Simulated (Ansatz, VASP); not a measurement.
Two plane-wave programs on Y

```xyz
1
Lattice="0.0000 2.5337 2.5337 2.5337 0.0000 2.5337 2.5337 2.5337 0.0000" Properties=species:S:1:pos:R:3 pbc="T T T"
Y     0.0000    0.0000    0.0000
```

Change from the starting cell: volume scaled by 1.06, PAW files.

Alike in both runs: task electric field gradients; functional PBE; k mesh 13 × 13 × 13; occupations fermi-dirac, width 0.05 eV; no spin polarisation.

```csv
,VASP,Ansatz
version,VASP 6.6.1,Ansatz 0.2.0
potentials or method,"VASP PAW PBE potentials, release 64 (Y_sv)","PAW with Ansatz's default frozen-core files, scalar-relativistic"
plane-wave cutoff (eV),520,420
valence electrons in the cell,11,11
```

```csv
,VASP,Ansatz,Ansatz less VASP
pressure (GPa),-0.2,-0.1,+0.11
```
